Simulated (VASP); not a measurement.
Write the native input for VASP 6.6.1 that does the following.

| Quantity | Value |
| --- | --- |
| Task | single point |
| Functional | PBEsol |
| Potentials or basis | VASP PAW PBE potentials, release 64 (Pb_d) |
| Cutoff | 520 eV |
| k mesh | 18 × 18 × 10 |
| Occupations | gaussian, width 0.15 eV |
| Spin | no spin polarisation |
| Dipole correction | no |
| Further INCAR settings | ALGO = Fast; EDIFF = 1e-07; NBANDS = 21 |

The structure of Pb lies in POSCAR:

```
Pb
1.0
    3.6192007182      0.0000000000      0.0000000000
   -1.8096003591      3.1343197634      0.0000000000
    0.0000000000      0.0000000000      5.1428000000
Pb
2
Direct
    0.3333333333      0.6666666667      0.2500000000
    0.6666666667      0.3333333333      0.7500000000
```

This isn't the form of Pb at room conditions, which is fcc.

This cell differs from its parent crystal: strain +0.040 along x and y, -0.080 along z.

One way to write it, as run:

INCAR

```
SYSTEM = Pb
PREC = Accurate
ENCUT = 520
EDIFF = 1E-7
ISMEAR = 0
SIGMA = 0.15
LREAL = .FALSE.
LASPH = .TRUE.
NELM = 100
ALGO = Fast
ISIF = 2
LWAVE = .FALSE.
LCHARG = .FALSE.
GGA = PS
NBANDS = 21
```

KPOINTS

```
Automatic mesh
0
G
  18 18 10
  0 0 0
```

Potentials or basis: VASP PAW PBE potentials, release 64 (Pb_d).

Launch:

```console
$ cat potpaw_PBE.64/Pb_d/POTCAR > POTCAR
$ mpirun -np 1 vasp_std > vasp.out
```

It gave:

The pressure is 1.9 GPa. The band gap on the k mesh is zero (bands 14 and 15 overlap by 6.99 eV).

Caveat: the cell differs from its parent crystal (strain +0.040 along x and y, -0.080 along z); the PAW data sets were made with another functional, which shifts forces and pressure a little; spin-orbit coupling is left out, which moves the levels of the heavy elements.

It took 4.9 min on 1 thread of Intel(R) Xeon(R) Platinum 8259CL CPU @ 2.50GHz (Skylake/Cascade Lake), with other jobs on the host, peak memory 0.33 GiB.
